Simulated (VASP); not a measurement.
A run of VASP 6.6.1:

Contents of INCAR:

```
ALGO = Normal
EDIFF = 1E-6
ENCUT = 520
GGA = CA
ISIF = 2
ISMEAR = -1
LASPH = True
LCHARG = False
LREAL = False
LWAVE = False
NBANDS = 9
NELM = 80
PREC = Accurate
SIGMA = 0.08
```

KPOINTS

```
k-points
0
Gamma
  16 16 16
```

The input POSCAR:

```
S
1.0
    0.0000000000      1.8785853912      1.8785853912
    1.8785853912      0.0000000000      1.8785853912
    1.8785853912      1.8785853912      0.0000000000
S
1
Direct
    0.0000000000      0.0000000000      0.0000000000
```

Potentials or basis: VASP PAW LDA potentials, release 64 (S).

Command:

```console
$ cat potpaw_LDA.64/S/POTCAR > POTCAR
$ mpirun -np 1 vasp_std > vasp.out
```

Hardware: 1 thread of Intel Xeon 6975P-C, on a shared host.

Task: How long does it take, and how much memory?

Result: It took 6.9 s on 1 thread of Intel Xeon 6975P-C (shared host), peak memory 0.12 GiB. Counts: scf iterations 9, k points 145.
